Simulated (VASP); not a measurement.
Input of a VASP 6.6.1 run:

The input INCAR:

```
ALGO = Normal
EDIFF = 1E-7
ENCUT = 520
GGA = PE
ISIF = 2
ISMEAR = -1
LASPH = T
LCHARG = T
LELF = T
LREAL = F
LVHAR = T
LWAVE = F
NBANDS = 26
NELM = 60
PREC = Accurate
SIGMA = 0.02
```

File KPOINTS:

```
k-points
0
Gamma
  11 11 6
```

File POSCAR:

```
ZnO
1.0
    3.2601941478      0.0000000000      0.0000000000
   -1.6300970738      2.8234109532      0.0000000000
    0.0000000000      0.0000000000      5.2210884991
Zn O
2 2
Direct
    0.3333333333      0.6666666667      0.0000000000
    0.6666666667      0.3333333333      0.5000000000
    0.3333333333      0.6666666667      0.3821000000
    0.6666666667      0.3333333333      0.8821000000
```

Potentials or basis: VASP PAW PBE potentials, release 64 (Zn, O).

Run with:

```sh
$ cat potpaw_PBE.64/Zn/POTCAR potpaw_PBE.64/O/POTCAR > POTCAR
$ mpirun -np 1 vasp_std > vasp.out
```

(1) Predict the pressure.

(2) What does it give for the largest force?

(3) What does it give for the band gap on the k mesh?

## Answers

(1) 4.5 GPa.

(2) 0.033 eV/Å.

(3) 0.78 eV.

Caveat: the cell stands under pressure.
